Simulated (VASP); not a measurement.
A run of VASP 6.6.1 is set up as follows.

Contents of INCAR:

```
SYSTEM = Co
PREC     = Accurate       ! precision mode
ENCUT    = 520            ! plane-wave cutoff, eV
EDIFF    = 1E-7           ! SCF threshold, eV
ISMEAR   = -1             ! smearing method
SIGMA    = 0.05           ! smearing width, eV
LREAL    = .False.        ! projectors in reciprocal space
LASPH    = .True.         ! aspherical terms in the spheres
NELM     = 150            ! most SCF steps
ALGO     = Normal         ! electronic algorithm
ISIF     = 2              ! what is computed and relaxed
LWAVE    = .False.        ! write WAVECAR
LCHARG   = .False.        ! write CHGCAR
ISPIN    = 2              ! spin polarisation
MAGMOM   = 2 2 2 2        ! initial moments
LORBIT   = 11             ! projections on sites
LMAXMIX  = 4              ! l up to which the mixer works
GGA      = VW             ! functional
NBANDS   = 30             ! bands
```

The input KPOINTS:

```
Automatic mesh
0
Gamma
  12 12 4
  0 0 0
```

Contents of POSCAR:

```
Co
1.0
    2.4371717178      0.0000000000      0.0000000000
   -1.2185858589      2.1106526210      0.0000000000
    0.0000000000      0.0000000000      7.9789199430
Co
4
Direct
    0.6666666667      0.3333333333      0.7500000000
    0.0000000000      0.0000000000      0.5000000000
    0.3333333333      0.6666666667      0.2500000000
    0.0000000000      0.0000000000      0.0000000000
```

Potentials or basis: VASP PAW PBE potentials, release 64 (Co).

The run is started by

```bash
$ cat potpaw_PBE.64/Co/POTCAR > POTCAR
$ mpirun -np 1 vasp_std > vasp.out
```

Q: Predict the site moments.

A: Co +1.43, +1.42 (each value once) μB.

Q: Predict the pressure.

A: -8.7 GPa.

Stress tensor (GPa, compression positive):
```
 -7.65   0.00   0.00
  0.00  -7.65   0.00
  0.00   0.00 -10.85
```

Caveat: the cell stands under tension; the PAW data sets were made with another functional, which shifts forces and pressure a little.
